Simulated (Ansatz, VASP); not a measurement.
## MgS in VASP and in Ansatz

Contents of INCAR:

```
SYSTEM = MgS
PREC = Accurate
ENCUT = 600
EDIFF = 1E-6
ISMEAR = -5
SIGMA = 0.1
LREAL = .FALSE.
LASPH = .TRUE.
NELM = 120
ALGO = Normal
ISIF = 2
LWAVE = .FALSE.
LCHARG = .FALSE.
GGA = PS
NBANDS = 11
GGA_COMPAT = .FALSE.
```

KPOINTS

```
Automatic mesh
0
G
  6 6 6
  0 0 0
```

The input POSCAR:

```
MgS
1.0
    0.0000000000      2.6015177399      2.6015177399
    2.6015177399      0.0000000000      2.6015177399
    2.6015177399      2.6015177399      0.0000000000
Mg S
1 1
Direct
    0.0000000000      0.0000000000      0.0000000000
    0.5000000000      0.5000000000      0.5000000000
```

Input for Ansatz:

```yaml
crystal:
  lattice:
    - [0.0, 2.6015177399, 2.6015177399]
    - [2.6015177399, 0.0, 2.6015177399]
    - [2.6015177399, 2.6015177399, 0.0]
  atoms:
    - { symbol: Mg, position: [0.0, 0.0, 0.0] }
    - { symbol: S, position: [0.5, 0.5, 0.5] }
kpoints:
  mp_grid: { grid: [6, 6, 6] }
hamiltonian:
  xc: pbesol
scf:
  occupations: { method: tetrahedron }
  n_extra_bands: 4
output:
  forces: true
  stress: true
  eigenvalues: true
```

Alike in both runs: task single point; functional PBEsol; k mesh 6 × 6 × 6; occupations tetrahedron; no spin polarisation.

|  | VASP | Ansatz |
| --- | --- | --- |
| version | VASP 6.6.1 | Ansatz 0.2.0 |
| potentials or method | VASP PAW PBE potentials, release 64 (Mg, S) | plane waves |
| plane-wave cutoff (eV) | 600 | 420 |
| valence electrons in the cell | 8 | 16 |

|  | VASP | Ansatz | Ansatz less VASP |
| --- | --- | --- | --- |
| gap on the k mesh at the Fermi level (eV) | 2.70 | 2.70 | -0.002 |
| pressure (GPa) | -1.1 | -0.9 | +0.19 |

VASP's potentials were made for PBE, not for PBEsol. VASP's potentials hold 8 valence electrons a cell and Ansatz's 16, so a difference there can come from the potentials and not from the codes. Ansatz's warnings: band table not solved further, tetrahedron derivatives may miss energy slope.
